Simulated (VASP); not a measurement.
# Sn3Se (Pm-3m) in VASP: a series of runs

Sn3Se is run at these levels: PBE; tasks: single point, relaxation of cell and atoms.

Program: VASP 6.6.1. These are calculated values, not measurements. Logs are shortened: lines on timing, memory, paths and dates and some standing lists are left out, and cuts for length are marked.

### 1 The cell of the first run

Symmetry: Pm-3m, No. 221, cubic system. The conventional cell has a = 4.753 Å, b = 4.753 Å, c = 4.753 Å, α = 90.00°, β = 90.00°, γ = 90.00°. Sn (site symmetry 4/mmm) has 8 Sn at 3.36 Å and 4 Se at 3.36 Å within 4.4 Å. Within 4.4 Å of Se (site symmetry m-3m) lie 12 Sn at 3.36 Å.

### 2 Single point, PBE

INCAR reads:

```
PREC     = Accurate       # precision mode
ENCUT    = 520            # plane-wave cutoff, eV
EDIFF    = 1E-7           # SCF threshold, eV
ISMEAR   = 0              # smearing method
SIGMA    = 0.1            # smearing width, eV
LREAL    = False          # projectors in reciprocal space
LASPH    = True           # aspherical terms in the spheres
NELM     = 80             # most SCF steps
ALGO     = Normal         # electronic algorithm
ISIF     = 2              # what is computed and relaxed
LWAVE    = False          # write WAVECAR
LCHARG   = False          # write CHGCAR
GGA      = PE             # functional
NBANDS   = 32             # bands
```

KPOINTS reads:

```
regular mesh
0
Gamma
  10 10 10
```

POSCAR reads:

```
Sn3Se
1.0
    4.7527271798      0.0000000000      0.0000000000
    0.0000000000      4.7527271798      0.0000000000
    0.0000000000      0.0000000000      4.7527271798
Sn Se
3 1
Direct
    0.0000000000      0.5000000000      0.5000000000
    0.5000000000      0.0000000000      0.5000000000
    0.5000000000      0.5000000000      0.0000000000
    0.0000000000      0.0000000000      0.0000000000
```

Potentials or basis: VASP PAW PBE potentials, release 64 (Sn_d, Se).

Launch:

```
$ cat potpaw_PBE.64/Sn_d/POTCAR potpaw_PBE.64/Se/POTCAR > POTCAR
$ mpirun -np 1 vasp_std > vasp.out
```

OUTCAR:

```text
PREC = Accurate
   ENCUT = 520
   EDIFF = 1E-7
   ISMEAR = 0
   LREAL = False
   LASPH = True
   NELM = 80
   ISIF = 2
   GGA = PE

 ion  position               nearest neighbor table
   1  0.000  0.500  0.500-   2 3.36   3 3.36   3 3.36   2 3.36   2 3.36   3 3.36   3 3.36   2 3.36

   2  0.500  0.000  0.500-   1 3.36   3 3.36   3 3.36   1 3.36   3 3.36   3 3.36   1 3.36   1 3.36

   3  0.500  0.500  0.000-   1 3.36   2 3.36   1 3.36   2 3.36   2 3.36   2 3.36   1 3.36   1 3.36

   4  0.000  0.000  0.000-

  LATTYP: Found a simple cubic cell.
 ALAT       =     4.7527271798

  Lattice vectors:

 A1 = (   4.7527271798,   0.0000000000,   0.0000000000)
 A2 = (   0.0000000000,   4.7527271798,   0.0000000000)
 A3 = (   0.0000000000,   0.0000000000,   4.7527271798)

Analysis of symmetry for initial positions (statically):
=====================================================================
 Subroutine PRICEL returns:
 Original cell was already a primitive cell.

 Routine SETGRP: Setting up the symmetry group for a
 simple cubic supercell.

 Subroutine GETGRP returns: Found 48 space group operations
 (whereof 48 operations were pure point group operations)
 out of a pool of 48 trial point group operations.

The static configuration has the point symmetry O_h .

Analysis of symmetry for dynamics (positions and initial velocities):
=====================================================================
 Subroutine PRICEL returns:
 Original cell was already a primitive cell.

 Routine SETGRP: Setting up the symmetry group for a
 simple cubic supercell.

 Subroutine GETGRP returns: Found 48 space group operations
 (whereof 48 operations were pure point group operations)
 out of a pool of 48 trial point group operations.

The dynamic configuration has the point symmetry O_h .

 Subroutine INISYM returns: Found 48 space group operations
 (whereof 48 operations are pure point group operations),
 and found     1 'primitive' translations

----------------------------------------------------------------------------------------

                                     Primitive cell

  volume of cell :     107.3566

  direct lattice vectors                    reciprocal lattice vectors
     4.752727180  0.000000000  0.000000000     0.210405513  0.000000000  0.000000000
     0.000000000  4.752727180  0.000000000     0.000000000  0.210405513  0.000000000
     0.000000000  0.000000000  4.752727180     0.000000000  0.000000000  0.210405513

  length of vectors
     4.752727180  4.752727180  4.752727180     0.210405513  0.210405513  0.210405513

  position of ions in fractional coordinates (direct lattice)
     0.000000000  0.500000000  0.500000000
     0.500000000  0.000000000  0.500000000
     0.500000000  0.500000000  0.000000000
     0.000000000  0.000000000  0.000000000

  ion indices of the primitive-cell ions
   primitive index   ion index
                 1           1
                 2           2
                 3           3
                 4           4

----------------------------------------------------------------------------------------

 KPOINTS: regular mesh

Automatic generation of k-mesh.
 Grid dimensions read from file:
 generate k-points for:   10   10   10

 Generating k-lattice:

  Cartesian coordinates                     Fractional coordinates (reciprocal lattice)
     0.021040551  0.000000000  0.000000000     0.100000000  0.000000000  0.000000000
     0.000000000  0.021040551  0.000000000     0.000000000  0.100000000  0.000000000
     0.000000000  0.000000000  0.021040551     0.000000000  0.000000000  0.100000000

  Length of vectors
     0.021040551  0.021040551  0.021040551

  Shift w.r.t. Gamma in fractional coordinates (k-lattice)
     0.000000000  0.000000000  0.000000000

 Subroutine IBZKPT returns following result:
 ===========================================

 Found     56 irreducible k-points:

 Following reciprocal coordinates:
            Coordinates               Weight
  0.000000  0.000000  0.000000      1.000000
  0.100000  0.000000  0.000000      6.000000
  0.200000  0.000000  0.000000      6.000000
  0.300000  0.000000  0.000000      6.000000
  0.400000  0.000000  0.000000      6.000000
  0.500000  0.000000  0.000000      3.000000
[... 16 lines left out ...]
  0.200000  0.100000  0.100000     24.000000
  0.300000  0.100000  0.100000     24.000000
 [... further k-points ...]
   k-points           NKPTS =     56   k-points in BZ     NKDIM =     56   number of bands    NBANDS=     32
   number of dos      NEDOS =    301   number of ions     NIONS =      4
   total plane-waves  NPLWV =  46656
   dimension x,y,z NGX =    36 NGY =   36 NGZ =   36
   dimension x,y,z NGXF=    72 NGYF=   72 NGZF=   72
   ions per type =               3   1
   NGX,Y,Z   is equivalent  to a cutoff of  12.59, 12.59, 12.59 a.u.
   NGXF,Y,Z  is equivalent  to a cutoff of  25.18, 25.18, 25.18 a.u.
 SYSTEM =  unknown system
   PREC   = accura    normal or accurate (medium, high low for compatibility)
   ISTART =      0    job   : 0-new  1-cont  2-samecut
   ICHARG =      2    charge: 1-file 2-atom 10-const
   ISPIN  =      1    spin polarized calculation?
   LNONCOLLINEAR =      F non collinear calculations
   LSORBIT =      F    spin-orbit coupling
   LASPH  =      T    aspherical Exc in radial PAW
   ENCUT  =  520.0 eV  38.22 Ry    6.18 a.u.   8.84  8.84  8.84*2*pi/ulx,y,z
   NELM   =     80;   NELMIN=  2; NELMDL= -5     # of ELM steps
   EDIFF  = 0.1E-06   stopping-criterion for ELM
   LREAL  =      F    real-space projection
   EDIFFG = 0.1E-05   stopping-criterion for IOM
   NSW    =      0    number of steps for IOM
   IBRION =     -1    ionic relax: 0-MD 1-quasi-New 2-CG
   NFREE  =      0    steps in history (QN), initial steepest desc. (CG)
   ISIF   =      2    stress and relaxation
   ISYM   =      2    0-nonsym 1-usesym 2-fastsym
   POTIM  = 0.5000    time-step for ionic-motion
   TEBEG  =    0.0;   TEEND  =   0.0 temperature during run
   PSTRESS=    0.0 pullay stress
   NELECT =      48.0000    total number of electrons
   NUPDOWN=      -1.0000    fix difference up-down
   EMIN   =  10.00;   EMAX   =-10.00  energy-range for DOS
   EFERMI =   0.00;   METHOD = LEGACY
   ISMEAR =     0;   SIGMA  =   0.10  broadening in eV -4-tet -1-fermi 0-gaus
   EFERMI_NEDOS =   21; number of points for ismear=-14 and -15
   IALGO  =     38    algorithm
   IMIX   =      4    mixing-type and parameters
     AMIX     =   0.40;   BMIX     =  1.00
     AMIX_MAG =   1.60;   BMIX_MAG =  1.00
  volume/ion in A,a.u.               =      26.84       181.12
  Fermi-wavevector in a.u.,A,eV,Ry     =   1.251831  2.365618 21.321428  1.567081
  Thomas-Fermi vector in A             =   2.385760
   LORBIT       =      0    0 simple, 1 ext, 2 COOP (PROOUT), +10 PAW based schemes
   GGA     = PE    functional components
   LHFCALC =     F    Hartree Fock is set to
   AEXX    =    0.0000 exact exchange contribution
   IVDW    =     0    specifies the selected vdW correction
   LEPSILON=     F    determine dielectric tensor
   LRPA    =     F    only Hartree local field effects (RPA)
 non-spin polarized calculation
 Gauss-broadening in eV      SIGMA  =   0.10
  energy-cutoff  :      520.00
  volume of cell :      107.36
 maximum number of plane-waves:      2945
 NGX is ok and might be reduce to    36
   NGX = 17   NGY = 17   NGZ = 17

 number of electron      48.0000007 magnetization

 Free energy of the ion-electron system (eV)
  ---------------------------------------------------
  ext. energy  EPLUGINS =         0.00000000
  ---------------------------------------------------
  free energy    TOTEN  =       -14.83809203 eV

  energy without entropy =      -14.82527684  energy(sigma->0) =      -14.83168444

 E-fermi :   7.1877     XC(G=0): -10.1386

 val. band max:        7.1693133385   @ k =   0.3000   0.3000   0.2000
 cond. band min:       7.2079700634   @ k =   0.3000   0.3000   0.1000
 fundamental gap:      0.0386567249
 Fermi energy:         7.1877434241

 k-point     1 :       0.0000    0.0000    0.0000
  band No.  band energies     occupation
      1     -14.6432      2.00000
      2     -14.6432      2.00000
      3     -14.6432      2.00000
      4     -14.6240      2.00000
      5     -14.6240      2.00000
      6     -14.5904      2.00000
[... 24 lines left out ...]
     31      12.5959      0.00000
     32      12.8263      0.00000

 k-point     2 :       0.1000    0.0000    0.0000
  band No.  band energies     occupation
      1     -14.6421      2.00000
      2     -14.6382      2.00000
      3     -14.6382      2.00000
      4     -14.6236      2.00000
      5     -14.6211      2.00000
      6     -14.5870      2.00000
[... 24 lines left out ...]
     31      12.8800      0.00000
     32      13.0725      0.00000

 k-point     3 :       0.2000    0.0000    0.0000
  band No.  band energies     occupation
      1     -14.6392      2.00000
      2     -14.6242      2.00000
      3     -14.6242      2.00000
      4     -14.6227      2.00000
      5     -14.6129      2.00000
      6     -14.5775      2.00000
[... 24 lines left out ...]
     31      12.6281      0.00000
     32      12.6281      0.00000

 k-point     4 :       0.3000    0.0000    0.0000
  band No.  band energies     occupation
      1     -14.6353      2.00000
      2     -14.6216      2.00000
      3     -14.6038      2.00000
      4     -14.6038      2.00000
      5     -14.6007      2.00000
      6     -14.5634      2.00000
[... 24 lines left out ...]
     31      11.9595      0.00000
     32      12.9650      0.00000

 k-point     5 :       0.4000    0.0000    0.0000
  band No.  band energies     occupation
      1     -14.6318      2.00000
      2     -14.6207      2.00000
      3     -14.5877      2.00000
      4     -14.5843      2.00000
      5     -14.5843      2.00000
      6     -14.5644      2.00000
[... 584 lines left out ...]
     31      12.6659      0.00000
     32      14.5860      0.00000

 k-point    22 :       0.1000    0.1000    0.1000
  band No.  band energies     occupation
      1     -14.6359      2.00000
      2     -14.6332      2.00000
      3     -14.6332      2.00000
      4     -14.6172      2.00000
      5     -14.6172      2.00000
      6     -14.5804      2.00000
[... 24 lines left out ...]
     31      12.8659      0.00000
     32      12.8659      0.00000

 k-point    23 :       0.2000    0.1000    0.1000
  band No.  band energies     occupation
      1     -14.6319      2.00000
      2     -14.6261      2.00000
      3     -14.6253      2.00000
      4     -14.6120      2.00000
      5     -14.6043      2.00000
      6     -14.5714      2.00000
[... 24 lines left out ...]
     31      12.7244      0.00000
     32      12.8628      0.00000

 k-point    24 :       0.3000    0.1000    0.1000
  band No.  band energies     occupation
      1     -14.6279      2.00000
      2     -14.6206      2.00000
      3     -14.6127      2.00000
      4     -14.5990      2.00000
      5     -14.5872      2.00000
      6     -14.5672      2.00000
[... 24 lines left out ...]
     31      12.3307      0.00000
     32      13.1570      0.00000

 [... further k-points ...]
[... 5 lines left out ...]
  --------------------------------------------------------------------------------------
  -------------------------------------------------------------------------------------
  Total       -0.0245326     -0.0245326     -0.0245326     -0.0000000     -0.0000000     -0.0000000
  in kB       -0.3661221     -0.3661221     -0.3661221     -0.0000000     -0.0000000     -0.0000000
  external PRESSURE =      -0.3661221 kB  Pullay stress =       0.0000000 kB

 VOLUME and BASIS-vectors are now :
 -----------------------------------------------------------------------------
  energy-cutoff  :      520.00
  volume of cell :      107.36
      direct lattice vectors                 reciprocal lattice vectors
     4.752727180  0.000000000  0.000000000     0.210405513  0.000000000  0.000000000
     0.000000000  4.752727180  0.000000000     0.000000000  0.210405513  0.000000000
     0.000000000  0.000000000  4.752727180     0.000000000  0.000000000  0.210405513

 POSITION                                       TOTAL-FORCE (eV/Angst)
 -----------------------------------------------------------------------------------
      0.00000      2.37636      2.37636         0.000000      0.000000      0.000000
      2.37636      0.00000      2.37636         0.000000      0.000000      0.000000
      2.37636      2.37636      0.00000         0.000000      0.000000      0.000000
      0.00000      0.00000      0.00000         0.000000      0.000000      0.000000
 -----------------------------------------------------------------------------------
    total drift:                                0.000000      0.000000      0.000000

  FREE ENERGIE OF THE ION-ELECTRON SYSTEM (eV)
  ---------------------------------------------------
  free  energy   TOTEN  =       -14.8380920279 eV

  energy  without entropy=      -14.8252768444  energy(sigma->0) =      -14.83168444
```

Run time: 3.5 min. Hardware: 1 thread of Intel Xeon 8259CL, shared host; peak memory 0.3 GiB.

What came out:

- Free energy: -14.8381 eV
- Pressure: 0.0 GPa
- Band gap on the k mesh: zero (band 24 reaches 9.12 eV, above the bottom of band 25 at 6.70 eV)

Levels at points of the mesh, in eV from the Fermi level:
| k point | band 22 | band 23 | band 24 | band 25 | band 26 | band 27 |
| --- | --- | --- | --- | --- | --- | --- |
| (0.00, 0.00, 0.00) | -4.30 | -0.07 | -0.07 | -0.07 | 2.25 | 2.25 |
| (0.50, 0.00, 0.00) | -1.88 | -1.78 | -1.78 | -0.14 | 1.82 | 2.10 |
| (0.50, 0.50, 0.00) | -2.04 | -2.04 | -0.68 | 0.07 | 0.07 | 0.07 |
| (0.50, 0.50, 0.50) | -5.21 | -4.70 | 1.94 | 1.94 | 1.94 | 5.80 |

Caveat: spin-orbit coupling is left out, which moves the levels of the heavy elements.

(Continued in part 2 of 2.)
